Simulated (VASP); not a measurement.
Wanted: the native input for a VASP 6.6.1 run.

* Task: single point
* Functional: PBE
* Potentials or basis: VASP PAW PBE potentials, release 64 (Cu)
* Cutoff: 520 eV
* k mesh: 28 × 28 × 28
* Occupations: gaussian, width 0.15 eV
* Spin: no spin polarisation
* Dipole correction: no
* Further INCAR settings: ALGO = Fast; EDIFF = 1e-06; NBANDS = 12

The structure of Cu lies in POSCAR:

```
Cu
1.0
    0.0000000000      1.8330228691      1.8148741278
    1.8148741278      0.0000000000      1.8148741278
    1.8148741278      1.8330228691      0.0000000000
Cu
1
Direct
    0.0000000000      0.0000000000      0.0000000000
```

This cell differs from its parent crystal: strain +0.0100 x Voigt [0, 1, 0, 0, 0, 0].

One way to write it, as run:

INCAR

```
  PREC = Accurate
  ENCUT = 520
  EDIFF = 1E-6
  ISMEAR = 0
  SIGMA = 0.15
  LREAL = False
  LASPH = True
  NELM = 60
  ALGO = Fast
  ISIF = 2
  LWAVE = False
  LCHARG = False
  GGA = PE
  NBANDS = 12
```

KPOINTS

```
Automatic mesh
0
Gamma
  28 28 28
```

Potentials or basis: VASP PAW PBE potentials, release 64 (Cu).

Run with:

```sh
$ cat potpaw_PBE.64/Cu/POTCAR > POTCAR
$ mpirun -np 1 vasp_std > vasp.out
```

It gave:

```json
{"Pressure": "-0.8 GPa", "Band gap on the k mesh": "zero (an odd number of electrons rules out a gap without spin polarisation)"}
```

Caveat: the cell differs from its parent crystal (strain +0.0100 x Voigt [0, 1, 0, 0, 0, 0]).

Wall time 5.7 min on 1 thread of Intel Xeon 8259CL, on a shared host, peak memory 0.33 GiB.
